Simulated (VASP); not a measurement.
A run of VASP 6.6.1 is set up as follows.

File POSCAR:

```
B2Se
1.0
    6.2624470000      0.9958660000      1.5091140000
    0.1029040000      5.7850900000      0.0717880000
   -0.8213810000      0.7537350000      4.9201480000
B Se
8 4
Direct
    0.2158740000      0.2977240000      0.2424410000
    0.1527720000      0.9460680000      0.5054770000
    0.5446130000      0.3260590000      0.9926160000
    0.2792440000      0.6281560000      0.8423960000
    0.1916250000      0.2869630000      0.7239260000
    0.0510970000      0.8854470000      0.0844240000
    0.3825290000      0.9936260000      0.0143200000
    0.8320690000      0.1205530000      0.7742480000
    0.4272980000      0.6052250000      0.3517300000
    0.8619030000      0.5007350000      0.4338110000
    0.7195140000      0.7066530000      0.9082310000
    0.6388670000      0.0044790000      0.4011100000
```

The input INCAR.step1:

```
ALGO = Normal
EDIFF = 1E-4
ENCUT = 520
GGA = PE
ISMEAR = -1
LASPH = T
LCHARG = F
LREAL = F
LWAVE = T
NBANDS = 36
NELM = 60
PREC = Accurate
SIGMA = 0.1
```

Contents of INCAR.step2:

```
ALGO = Normal
EDIFF = 1E-6
ENCUT = 520
ISIF = 2
ISMEAR = -1
ISTART = 1
LASPH = T
LCHARG = T
LELF = T
LMIXTAU = T
LREAL = F
LVHAR = T
LWAVE = F
METAGGA = R2SCAN
NBANDS = 36
NELM = 60
PREC = Accurate
SIGMA = 0.1
```

File KPOINTS:

```
Automatic mesh
0
Gamma
  3 3 4
  0.5 0 0
```

Potentials or basis: VASP PAW PBE potentials, release 64 (B, Se).

Command:

```sh
$ cat potpaw_PBE.64/B/POTCAR potpaw_PBE.64/Se/POTCAR > POTCAR
$ cp INCAR.step1 INCAR
$ mpirun -np 1 vasp_std > vasp.out
$ cp INCAR.step2 INCAR
$ mpirun -np 1 vasp_std > vasp.out
```

**Question.** What does it give for the largest force?

**Answer.** 2.470 eV/Å.

**Question.** Predict the pressure.

**Answer.** -18.1 GPa.

Stress tensor (GPa, compression positive):
```
-15.71   4.23   0.13
  4.23 -22.55   1.49
  0.13   1.49 -16.00
```

Caveat: the k points lie up to 0.37 Å⁻¹ apart; the PAW data sets were made with another functional, which shifts forces and pressure a little.
